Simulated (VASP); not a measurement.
# O (Fm-3m) in VASP: a series of runs

Runs on O. Level: PBE. Tasks: relaxation of cell and atoms.

Everything below comes from runs of VASP 6.6.1. Logs are shortened: lines on timing, memory, paths and dates and some standing lists are left out, and cuts for length are marked.

### 1 The cell of the first run

It takes space group Fm-3m (No. 225, cubic). Conventional cell: a = 3.035 Å, b = 3.035 Å, c = 3.035 Å, α = 90.00°, β = 90.00°, γ = 90.00°. O (site symmetry m-3m) has 12 O at 2.15 Å within 2.8 Å.

### 2 Relaxation of cell and atoms, PBE, target pressure 26 GPa, at which the enthalpy is minimised

INCAR reads:

```
SYSTEM = O
PREC = Accurate ; ENCUT = 600
EDIFF = 1E-6 ; ISMEAR = -1
SIGMA = 0.05 ; LREAL = .FALSE.
LASPH = .TRUE. ; NELM = 60
ALGO = Normal ; ISIF = 3
LWAVE = .FALSE. ; LCHARG = .FALSE.
GGA = PE ; IBRION = 2
NSW = 32 ; EDIFFG = -0.005
PSTRESS = 260.0
```

KPOINTS reads:

```
regular mesh
0
G
  19 19 19
  0 0 0
```

POSCAR reads:

```
O
1.0
    0.0000000000      1.5175294069      1.5175294069
    1.5175294069      0.0000000000      1.5175294069
    1.5175294069      1.5175294069      0.0000000000
O
1
Direct
    0.0000000000      0.0000000000      0.0000000000
```

Potentials or basis: VASP PAW PBE potentials, release 64 (O).

Run with:

```console
> cat potpaw_PBE.64/O/POTCAR > POTCAR
> mpirun -np 1 vasp_std > vasp.out
```

OUTCAR:

```text
SYSTEM = O
   PREC = Accurate
   ENCUT = 600
   EDIFF = 1E-6
   ISMEAR = -1
   LREAL = .FALSE.
   LASPH = .TRUE.
   NELM = 60
   ISIF = 3
   GGA = PE
   IBRION = 2
   NSW = 32
   EDIFFG = -0.005
   PSTRESS = 260.0

 ion  position               nearest neighbor table
   1  0.000  0.000  0.000-

  LATTYP: Found a face centered cubic cell.
 ALAT       =     3.0350588138

  Lattice vectors:

 A1 = (   0.0000000000,   1.5175294069,   1.5175294069)
 A2 = (   1.5175294069,   0.0000000000,   1.5175294069)
 A3 = (   1.5175294069,   1.5175294069,   0.0000000000)

Analysis of symmetry for initial positions (statically):
=====================================================================
 Subroutine PRICEL returns:
 Original cell was already a primitive cell.

 Routine SETGRP: Setting up the symmetry group for a
 face centered cubic supercell.

 Subroutine GETGRP returns: Found 48 space group operations
 (whereof 48 operations were pure point group operations)
 out of a pool of 48 trial point group operations.

The static configuration has the point symmetry O_h .

Analysis of symmetry for dynamics (positions and initial velocities):
=====================================================================
 Subroutine PRICEL returns:
 Original cell was already a primitive cell.

 Routine SETGRP: Setting up the symmetry group for a
 face centered cubic supercell.

 Subroutine GETGRP returns: Found 48 space group operations
 (whereof 48 operations were pure point group operations)
 out of a pool of 48 trial point group operations.

The dynamic configuration has the point symmetry O_h .

 Subroutine INISYM returns: Found 48 space group operations
 (whereof 48 operations are pure point group operations),
 and found     1 'primitive' translations

----------------------------------------------------------------------------------------

                                     Primitive cell

  volume of cell :       6.9894

  direct lattice vectors                    reciprocal lattice vectors
     0.000000000  1.517529407  1.517529407    -0.329482907  0.329482907  0.329482907
     1.517529407  0.000000000  1.517529407     0.329482907 -0.329482907  0.329482907
     1.517529407  1.517529407  0.000000000     0.329482907  0.329482907 -0.329482907

  length of vectors
     2.146110669  2.146110669  2.146110669     0.570681135  0.570681135  0.570681135

  position of ions in fractional coordinates (direct lattice)
     0.000000000  0.000000000  0.000000000

  ion indices of the primitive-cell ions
   primitive index   ion index
                 1           1

----------------------------------------------------------------------------------------

 KPOINTS: regular mesh

Automatic generation of k-mesh.
 Grid dimensions read from file:
 generate k-points for:   19   19   19

 Generating k-lattice:

  Cartesian coordinates                     Fractional coordinates (reciprocal lattice)
    -0.017341206  0.017341206  0.017341206     0.052631579  0.000000000  0.000000000
     0.017341206 -0.017341206  0.017341206     0.000000000  0.052631579  0.000000000
     0.017341206  0.017341206 -0.017341206     0.000000000  0.000000000  0.052631579

  Length of vectors
     0.030035849  0.030035849  0.030035849

  Shift w.r.t. Gamma in fractional coordinates (k-lattice)
     0.000000000  0.000000000  0.000000000

 Subroutine IBZKPT returns following result:
 ===========================================

 Found    220 irreducible k-points:

 Following reciprocal coordinates:
            Coordinates               Weight
  0.000000  0.000000  0.000000      1.000000
  0.052632  0.000000  0.000000      8.000000
  0.105263  0.000000  0.000000      8.000000
  0.157895  0.000000  0.000000      8.000000
  0.210526  0.000000  0.000000      8.000000
  0.263158  0.000000  0.000000      8.000000
[... 16 lines left out ...]
 -0.315789  0.052632  0.000000     24.000000
 -0.263158  0.052632  0.000000     24.000000
 [... further k-points ...]
   k-points           NKPTS =    220   k-points in BZ     NKDIM =    220   number of bands    NBANDS=      7
   number of dos      NEDOS =    301   number of ions     NIONS =      1
   total plane-waves  NPLWV =   5832
   dimension x,y,z NGX =    18 NGY =   18 NGZ =   18
   dimension x,y,z NGXF=    36 NGYF=   36 NGZF=   36
   ions per type =               1
   NGX,Y,Z   is equivalent  to a cutoff of  13.94, 13.94, 13.94 a.u.
   NGXF,Y,Z  is equivalent  to a cutoff of  27.89, 27.89, 27.89 a.u.
 SYSTEM =  O
   PREC   = accura    normal or accurate (medium, high low for compatibility)
   ISTART =      0    job   : 0-new  1-cont  2-samecut
   ICHARG =      2    charge: 1-file 2-atom 10-const
   ISPIN  =      1    spin polarized calculation?
   LNONCOLLINEAR =      F non collinear calculations
   LSORBIT =      F    spin-orbit coupling
   LASPH  =      T    aspherical Exc in radial PAW
   ENCUT  =  600.0 eV  44.10 Ry    6.64 a.u.   4.29  4.29  4.29*2*pi/ulx,y,z
   NELM   =     60;   NELMIN=  2; NELMDL= -5     # of ELM steps
   EDIFF  = 0.1E-05   stopping-criterion for ELM
   LREAL  =      F    real-space projection
   EDIFFG = -.5E-02   stopping-criterion for IOM
   NSW    =     32    number of steps for IOM
   IBRION =      2    ionic relax: 0-MD 1-quasi-New 2-CG
   NFREE  =      1    steps in history (QN), initial steepest desc. (CG)
   ISIF   =      3    stress and relaxation
   ISYM   =      2    0-nonsym 1-usesym 2-fastsym
   POTIM  = 0.5000    time-step for ionic-motion
   TEBEG  =    0.0;   TEEND  =   0.0 temperature during run
   PSTRESS=  260.0 pullay stress
   NELECT =       6.0000    total number of electrons
   NUPDOWN=      -1.0000    fix difference up-down
   EMIN   =  10.00;   EMAX   =-10.00  energy-range for DOS
   EFERMI =   0.00;   METHOD = LEGACY
   ISMEAR =    -1;   SIGMA  =   0.05  broadening in eV -4-tet -1-fermi 0-gaus
   EFERMI_NEDOS =   21; number of points for ismear=-14 and -15
   IALGO  =     38    algorithm
   IMIX   =      4    mixing-type and parameters
     AMIX     =   0.40;   BMIX     =  1.00
     AMIX_MAG =   1.60;   BMIX_MAG =  1.00
  volume/ion in A,a.u.               =       6.99        47.17
  Fermi-wavevector in a.u.,A,eV,Ry     =   1.555887  2.940201 32.936783  2.420785
  Thomas-Fermi vector in A             =   2.659763
   LORBIT       =      0    0 simple, 1 ext, 2 COOP (PROOUT), +10 PAW based schemes
   GGA     = PE    functional components
   LHFCALC =     F    Hartree Fock is set to
   AEXX    =    0.0000 exact exchange contribution
   IVDW    =     0    specifies the selected vdW correction
   LEPSILON=     F    determine dielectric tensor
   LRPA    =     F    only Hartree local field effects (RPA)
 conjugate gradient relaxation of ions
 non-spin polarized calculation
  energy-cutoff  :      600.00
  volume of cell :        6.99
 maximum number of plane-waves:       259
 NGX is ok and might be reduce to    18
   NGX =  9   NGY =  9   NGZ =  9

--------------------------------------- Ionic step        1  -------------------------------------------

 number of electron       5.9999999 magnetization

 Free energy of the ion-electron system (eV)
  ---------------------------------------------------
  ext. energy  EPLUGINS =         0.00000000
  ---------------------------------------------------
  free energy    TOTEN  =        -2.21936566 eV

  energy without entropy =       -2.21090679  energy(sigma->0) =       -2.21513622

------------------------ aborting loop because EDIFF is reached ----------------------------------------

  FORCE on cell =-STRESS in cart. coord.  units (eV):
  Direction    XX          YY          ZZ          XY          YZ          ZX
  --------------------------------------------------------------------------------------
  -------------------------------------------------------------------------------------
  Total        1.1106688      1.1106688      1.1106688      0.0000000     -0.0000000      0.0000000
  in kB      254.5973035    254.5973035    254.5973035      0.0000000     -0.0000000      0.0000000
  external PRESSURE =      -5.4026965 kB  Pullay stress =     260.0000000 kB

 VOLUME and BASIS-vectors are now :
 -----------------------------------------------------------------------------
  energy-cutoff  :      600.00
  volume of cell :        6.99
      direct lattice vectors                 reciprocal lattice vectors
     0.000000000  1.517529407  1.517529407    -0.329482907  0.329482907  0.329482907
     1.517529407  0.000000000  1.517529407     0.329482907 -0.329482907  0.329482907
     1.517529407  1.517529407  0.000000000     0.329482907  0.329482907 -0.329482907
[... 44 lines left out ...]
  FREE ENERGIE OF THE ION-ELECTRON SYSTEM (eV)
  ---------------------------------------------------
  free  energy   TOTEN  =        -2.2155225448 eV

  energy  without entropy=       -2.2071085401  energy(sigma->0) =       -2.21131554

  enthalpy is  TOTEN    =        -1.0851493619 eV   P V=        1.1303731830

--------------------------------------- Ionic step        3  -------------------------------------------

 number of electron       5.9999999 magnetization

 Free energy of the ion-electron system (eV)
  ---------------------------------------------------
  ext. energy  EPLUGINS =         0.00000000
  ---------------------------------------------------
  free energy    TOTEN  =        -2.21682615 eV

  energy without entropy =       -2.20839704  energy(sigma->0) =       -2.21261160

 E-fermi :   3.6960     XC(G=0): -12.8712

 val. band max:        3.6871909916   @ k =   0.4211   0.2632   0.0000
 cond. band min:       3.6976403420   @ k =  -0.4737   0.1579   0.0526
 fundamental gap:      0.0104493504
 Fermi energy:         3.6960236988

 k-point     1 :       0.0000    0.0000    0.0000
  band No.  band energies     occupation
      1     -18.9428      2.00000
      2       5.9401      0.00000
      3       5.9401      0.00000
      4       5.9401      0.00000
      5      24.4965      0.00000
      6      39.9925      0.00000
      7      39.9925      0.00000

 k-point     2 :       0.0526    0.0000    0.0000
  band No.  band energies     occupation
      1     -18.8492      2.00000
      2       5.6857      0.00000
      3       5.9118      0.00000
      4       5.9118      0.00000
      5      24.6431      0.00000
      6      38.7322      0.00000
      7      40.1058      0.00000
[... 201 lines left out ...]
 k-point    23 :      -0.3158    0.0526    0.0000
  band No.  band energies     occupation
      1     -15.4981      2.00000
      2      -1.2011      2.00000
      3       4.8642      0.00000
      4       5.3065      0.00000
      5      27.1737      0.00000
      6      30.9433      0.00000
      7      37.6370      0.00000

 k-point    24 :      -0.2632    0.0526    0.0000
  band No.  band energies     occupation
      1     -16.3767      2.00000
      2       0.3610      2.00000
      3       4.9971      0.00000
      4       5.4713      0.00000
      5      26.9539      0.00000
      6      31.5428      0.00000
      7      38.3273      0.00000

 [... further k-points ...]

------------------------ aborting loop because EDIFF is reached ----------------------------------------

  FORCE on cell =-STRESS in cart. coord.  units (eV):
  Direction    XX          YY          ZZ          XY          YZ          ZX
  --------------------------------------------------------------------------------------
  -------------------------------------------------------------------------------------
  Total        1.1314530      1.1314530      1.1314530      0.0000000      0.0000000     -0.0000000
  in kB      259.9502082    259.9502082    259.9502082      0.0000000      0.0000000     -0.0000000
  external PRESSURE =      -0.0497918 kB  Pullay stress =     260.0000000 kB

 VOLUME and BASIS-vectors are now :
 -----------------------------------------------------------------------------
  energy-cutoff  :      600.00
  volume of cell :        6.97
      direct lattice vectors                 reciprocal lattice vectors
     0.000000000  1.516383265  1.516383265    -0.329731943  0.329731943  0.329731943
     1.516383265 -0.000000000  1.516383265     0.329731943 -0.329731943  0.329731943
     1.516383265  1.516383265  0.000000000     0.329731943  0.329731943 -0.329731943

 POSITION                                       TOTAL-FORCE (eV/Angst)
 -----------------------------------------------------------------------------------
      0.00000      0.00000      0.00000        -0.000000     -0.000000     -0.000000
 -----------------------------------------------------------------------------------
    total drift:                               -0.000000     -0.000000      0.000000

  FREE ENERGIE OF THE ION-ELECTRON SYSTEM (eV)
  ---------------------------------------------------
  free  energy   TOTEN  =        -2.2168261532 eV

  energy  without entropy=       -2.2083970419  energy(sigma->0) =       -2.21261160

  enthalpy is  TOTEN    =        -1.0851563968 eV   P V=        1.1316697564

 reached required accuracy - stopping structural energy minimisation
```

Wall time 12 s (1 thread of AMD EPYC 9R45 (Zen 5), shared host); peak memory 0.09 GiB.

Results:

| Quantity | Value |
| --- | --- |
| Free energy | -2.2168 eV |
| Relaxed volume | 6.97 Å³/atom |
| Relaxed cell | a = 2.144 Å, b = 2.144 Å, c = 2.144 Å, α = 60.00°, β = 60.00°, γ = 60.00° |
| Space group after relaxing (to 0.1 Å) | Fm-3m (No. 225) |
| Energy change on relaxing (the run minimises the enthalpy) | +2.5 meV/atom |
| Ionic steps | 3 |
| Pressure after relaxing | 26.0 GPa |
| Band gap on the k mesh | zero (bands 3 and 4 overlap by 3.99 eV) |

Step by step:
| step | energy change (eV) | largest force (eV/Å) | pressure (GPa) | volume (Å³) |
| --- | --- | --- | --- | --- |
| 1 | 0.0000 | 0.0000 | 25.46 | 6.99 |
| 2 | 0.0038 | 0.0000 | 26.27 | 6.97 |
| 3 | 0.0025 | 0.0000 | 26.00 | 6.97 |

Final structure:
```xyz
1
Lattice="0.0000 1.5164 1.5164 1.5164 0.0000 1.5164 1.5164 1.5164 0.0000" Properties=species:S:1:pos:R:3 pbc="T T T"
O     0.0000    0.0000    0.0000
```

Levels at points of the mesh, in eV from the Fermi level:
```tsv
k point	band 1	band 2	band 3	band 4	band 5	band 6	band 7
(0.00, 0.00, 0.00)	-22.64	2.24	2.24	2.24	20.80	36.30	36.30
```

Caveat: the cell is relaxed towards a set pressure, so the run minimises the enthalpy, not the energy.

### 3 Relaxation of cell and atoms, PBE, target pressure 26 GPa, at which the enthalpy is minimised

INCAR reads:

```
PREC     = Accurate       # precision mode
ENCUT    = 600            # plane-wave cutoff, eV
EDIFF    = 1E-6           # SCF threshold, eV
ISMEAR   = -1             # smearing method
SIGMA    = 0.05           # smearing width, eV
LREAL    = False          # projectors in reciprocal space
LASPH    = True           # aspherical terms in the spheres
NELM     = 100            # most SCF steps
ALGO     = Normal         # electronic algorithm
ISIF     = 3              # what is computed and relaxed
LWAVE    = False          # write WAVECAR
LCHARG   = False          # write CHGCAR
GGA      = PE             # functional
IBRION   = 2              # ionic algorithm
NSW      = 60             # ionic steps
EDIFFG   = -0.005         # ionic threshold
PSTRESS  = 260.0
```

KPOINTS reads:

```
regular mesh
0
Gamma
  19 19 19
```

POSCAR reads:

```
O
1.0
    0.0000000000      1.5183031186      1.5183031186
    1.5183031186      0.0000000000      1.5183031186
    1.5183031186      1.5183031186      0.0000000000
O
1
Direct
    0.0000000000      0.0000000000      0.0000000000
```

Potentials or basis: VASP PAW PBE potentials, release 64 (O).

Run with:

```console
> cat potpaw_PBE.64/O/POTCAR > POTCAR
> mpirun -np 1 vasp_std > vasp.out
```

OUTCAR:

```text
PREC = Accurate
   ENCUT = 600
   EDIFF = 1E-6
   ISMEAR = -1
   LREAL = False
   LASPH = True
   NELM = 100
   ISIF = 3
   GGA = PE
   IBRION = 2
   NSW = 60
   EDIFFG = -0.005
   PSTRESS = 260.0

 ion  position               nearest neighbor table
   1  0.000  0.000  0.000-

  LATTYP: Found a face centered cubic cell.
 ALAT       =     3.0366062372

  Lattice vectors:

 A1 = (   0.0000000000,   1.5183031186,   1.5183031186)
 A2 = (   1.5183031186,   0.0000000000,   1.5183031186)
 A3 = (   1.5183031186,   1.5183031186,   0.0000000000)

Analysis of symmetry for initial positions (statically):
=====================================================================
 Subroutine PRICEL returns:
[... 251 lines left out ...]

  energy without entropy =       -2.20841499  energy(sigma->0) =       -2.21262954

 E-fermi :   3.6962     XC(G=0): -12.8713

 val. band max:        3.6873885051   @ k =   0.4211   0.2632   0.0000
 cond. band min:       3.6978405643   @ k =  -0.4737   0.1579   0.0526
 fundamental gap:      0.0104520592
 Fermi energy:         3.6962167776

 k-point     1 :       0.0000    0.0000    0.0000
  band No.  band energies     occupation
      1     -18.9428      2.00000
      2       5.9404      0.00000
      3       5.9404      0.00000
      4       5.9404      0.00000
      5      24.4970      0.00000
      6      39.9929      0.00000
      7      39.9929      0.00000
[... 221 lines left out ...]
 k-point    24 :      -0.2632    0.0526    0.0000
  band No.  band energies     occupation
      1     -16.3767      2.00000
      2       0.3612      2.00000
      3       4.9974      0.00000
      4       5.4715      0.00000
      5      26.9543      0.00000
      6      31.5432      0.00000
      7      38.3277      0.00000

 [... further k-points ...]

------------------------ aborting loop because EDIFF is reached ----------------------------------------

  FORCE on cell =-STRESS in cart. coord.  units (eV):
  Direction    XX          YY          ZZ          XY          YZ          ZX
  --------------------------------------------------------------------------------------
  -------------------------------------------------------------------------------------
  Total        1.1315416      1.1315416      1.1315416     -0.0000000     -0.0000000      0.0000000
  in kB      259.9746431    259.9746431    259.9746431     -0.0000000     -0.0000000      0.0000000
  external PRESSURE =      -0.0253569 kB  Pullay stress =     260.0000000 kB
[... 20 lines left out ...]
  energy  without entropy=       -2.2084149864  energy(sigma->0) =       -2.21262954

  enthalpy is  TOTEN    =        -1.0851921439 eV   P V=        1.1316519561

 reached required accuracy - stopping structural energy minimisation
```

CONTCAR:

```text
O
   1.00000000000000
    -0.0000000000000000    1.5163753142402518    1.5163753142402518
     1.5163753142402518   -0.0000000000000000    1.5163753142402518
     1.5163753142402518    1.5163753142402518    0.0000000000000000
  O
     1
Direct
     0.0000000000000000    0.0000000000000000    0.0000000000000000

  0.00000000E+00  0.00000000E+00  0.00000000E+00
```

Run time: 12 s. Hardware: 1 thread of AMD EPYC 9R45 (Zen 5), shared host; peak memory 0.09 GiB.

Results:

* Free energy: -2.2168 eV
* Relaxed volume: 6.97 Å³/atom
* Relaxed cell: a = 2.144 Å, b = 2.144 Å, c = 2.144 Å, α = 60.00°, β = 60.00°, γ = 60.00°
* Space group after relaxing (to 0.1 Å): Fm-3m (No. 225)
* Energy change on relaxing (the run minimises the enthalpy): +4.2 meV/atom
* Ionic steps: 3
* Pressure after relaxing: 26.0 GPa
* Band gap on the k mesh: zero (bands 3 and 4 overlap by 3.99 eV)

Step by step:
```tsv
step	energy change (eV)	largest force (eV/Å)	pressure (GPa)	volume (Å³)
1	0.0000	0.0000	25.08	7.00
2	0.0066	0.0000	26.49	6.96
3	0.0042	0.0000	26.00	6.97
```

Final structure:
```
O
1.0
     0.00000    1.51638    1.51638
     1.51638    0.00000    1.51638
     1.51638    1.51638    0.00000
O
1
Cartesian
  0.0000 0.0000 0.0000
```

Caveat: the cell is relaxed towards a set pressure, so the run minimises the enthalpy, not the energy.

(Part 1 of 2 ends here.)
